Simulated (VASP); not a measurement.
Input of a VASP 6.6.1 run:

INCAR

```
SYSTEM = MoS2
ALGO = Normal
EDIFF = 1E-6
ENCUT = 520
GGA = PS
ISIF = 2
ISMEAR = 0
IVDW = 12
LASPH = .TRUE.
LCHARG = .FALSE.
LREAL = .FALSE.
LWAVE = .FALSE.
NBANDS = 20
NELM = 100
PREC = Accurate
SIGMA = 0.15
```

File KPOINTS:

```
k-points
0
G
  15 15 15
  0 0 0
```

Contents of POSCAR:

```
MoS2
1.0
    1.5399048573      0.8890644839      5.7970502989
   -1.5399048573      0.8890644839      5.7970502989
    0.0000000000     -1.7781289678      5.7970502989
Mo S
1 2
Direct
    0.0000000000      0.0000000000      0.0000000000
    0.7592277683      0.7592277683      0.7592277683
    0.2407722317      0.2407722317      0.2407722317
```

Potentials or basis: VASP PAW PBE potentials, release 64 (Mo_sv, S).

The run is started by

```console
$ cat potpaw_PBE.64/Mo_sv/POTCAR potpaw_PBE.64/S/POTCAR > POTCAR
$ mpirun -np 1 vasp_std > vasp.out
```

Task: Estimate the pressure.

Result: 0.0 GPa.

Task: Predict the dispersion energy per atom.

Result: -0.415 eV.

Task: What does it give for the largest force?

Result: 0.005 eV/Å.

Forces in eV/Å, atoms in the order of the input:
```
Mo   0.000  0.000  0.000
S    0.000  0.000 -0.005
S    0.000  0.000  0.005
```

Caveat: the PAW data sets were made with another functional, which shifts forces and pressure a little; pairwise dispersion overbinds metals, which lowers pressure and volume.
